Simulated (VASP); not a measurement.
Input of a VASP 6.6.1 run:

File INCAR:

```
PREC = Accurate ; ENCUT = 520
EDIFF = 1E-6 ; ISMEAR = 0
SIGMA = 0.1 ; LREAL = False
LASPH = True ; NELM = 60
ALGO = Fast ; ISIF = 2
LWAVE = False ; LCHARG = False
GGA = PE ; IVDW = 12
NBANDS = 19
```

Contents of KPOINTS:

```
Automatic mesh
0
Gamma
  18 18 10
```

The input POSCAR:

```
Ti
1.0
    2.8864649755      0.0000000000      0.0000000000
   -1.4432324878      2.4997519959      0.0000000000
    0.0000000000      0.0000000000      4.5740823153
Ti
2
Direct
    0.3333333333      0.6666666667      0.2500000000
    0.6666666667      0.3333333333      0.7500000000
```

Potentials or basis: VASP PAW PBE potentials, release 64 (Ti_sv).

The run is started by

```sh
$ cat potpaw_PBE.64/Ti_sv/POTCAR > POTCAR
$ mpirun -np 1 vasp_std > vasp.out
```

(1) What does it give for the dispersion energy per atom?

(2) Predict the pressure.

## Answers

(1) -0.635 eV.

(2) -0.7 GPa.

Caveat: pairwise dispersion overbinds metals, which lowers pressure and volume.
